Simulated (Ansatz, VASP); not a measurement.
# MnO2: VASP beside Ansatz

Contents of INCAR:

```
ALGO = Normal
EDIFF = 1E-6
ENCUT = 520
GGA = PS
ISIF = 2
ISMEAR = -1
ISPIN = 2
LASPH = True
LCHARG = False
LMAXMIX = 4
LORBIT = 11
LREAL = False
LWAVE = False
MAGMOM = 1 1 1 1 0 0 0 0 0 0 0 0
NBANDS = 66
NELM = 150
NUPDOWN = 4.0
PREC = Accurate
SIGMA = 0.05
```

KPOINTS

```
k-points
0
Gamma
  5 5 5
```

Contents of POSCAR:

```
MnO2
1.0
    0.0000000000      4.0199925062      4.0199925062
    4.0199925062      0.0000000000      4.0199925062
    4.0199925062      4.0199925062      0.0000000000
Mn O
4 8
Direct
    0.1250000000      0.1250000000      0.1250000000
    0.1250000000      0.1250000000      0.6250000000
    0.6250000000      0.1250000000      0.1250000000
    0.1250000000      0.6250000000      0.1250000000
    0.3609537633      0.3609537633      0.3609537633
    0.3609537633      0.3609537633      0.9171387100
    0.9171387100      0.3609537633      0.3609537633
    0.3609537633      0.9171387100      0.3609537633
    0.8890462367      0.8890462367      0.3328612900
    0.8890462367      0.8890462367      0.8890462367
    0.8890462367      0.3328612900      0.8890462367
    0.3328612900      0.8890462367      0.8890462367
```

input.yaml

```yaml
crystal:
  lattice:
    - [0.0, 4.0199925062, 4.0199925062]
    - [4.0199925062, 0.0, 4.0199925062]
    - [4.0199925062, 4.0199925062, 0.0]
  atoms:
    - { symbol: Mn, position: [0.125, 0.125, 0.125], spin: 1.0 }
    - { symbol: Mn, position: [0.125, 0.125, 0.625], spin: 1.0 }
    - { symbol: Mn, position: [0.625, 0.125, 0.125], spin: 1.0 }
    - { symbol: Mn, position: [0.125, 0.625, 0.125], spin: 1.0 }
    - { symbol: O, position: [0.3609537633, 0.3609537633, 0.3609537633] }
    - { symbol: O, position: [0.3609537633, 0.3609537633, 0.91713871] }
    - { symbol: O, position: [0.91713871, 0.3609537633, 0.3609537633] }
    - { symbol: O, position: [0.3609537633, 0.91713871, 0.3609537633] }
    - { symbol: O, position: [0.8890462367, 0.8890462367, 0.33286129] }
    - { symbol: O, position: [0.8890462367, 0.8890462367, 0.8890462367] }
    - { symbol: O, position: [0.8890462367, 0.33286129, 0.8890462367] }
    - { symbol: O, position: [0.33286129, 0.8890462367, 0.8890462367] }
hamiltonian:
  xc: pbesol
  pseudopotentials: { kind: paw }
magnetization:
  spin_polarized: true
  initial_magnetization: 4.0
  spin_locking: { lock_magnetization: hard }
kpoints:
  mp_grid: { grid: [5, 5, 5] }
scf:
  occupations: { method: fermi_dirac, width: 0.05 }
  lower_state_search: "off"
output:
  forces: true
  stress: true
  eigenvalues: true
  write_density: true
  write_potential: true
  elf: true
  volumetric_format: npy
```

Alike in both runs: task single point; functional PBEsol; k mesh 5 × 5 × 5; occupations fermi-dirac, width 0.05 eV; collinear spin; fixed moment 4 μB.

|  | VASP | Ansatz |
| --- | --- | --- |
| version | VASP 6.6.1 | Ansatz 0.2.0 |
| potentials or method | VASP PAW PBE potentials, release 64 (Mn_pv, O) | Ansatz PAW |
| plane-wave cutoff (eV) | 520 | 420 |
| valence electrons in the cell | 100 | 108 |

```csv
,VASP,Ansatz,Ansatz less VASP
pressure (GPa),-9.1,-10.0,-0.88
rms of the force components (eV/Å),0.349,0.385,+0.0361
net moment per atom (μB),0.33,0.33,0.000
size of the moment on the site where the two differ most (μB),1.08,0.95,-0.135
```

VASP's potentials were made for PBE, not for PBEsol. Site moments also hang on the region over which each program counts them. Atom by atom the forces differ by 0.036 eV/Å (rms over components). The functional is the same, so the differences come from potentials, cutoffs and numerics. VASP's potentials hold 100 valence electrons a cell and Ansatz's 108, so a difference there can come from the potentials and not from the codes.
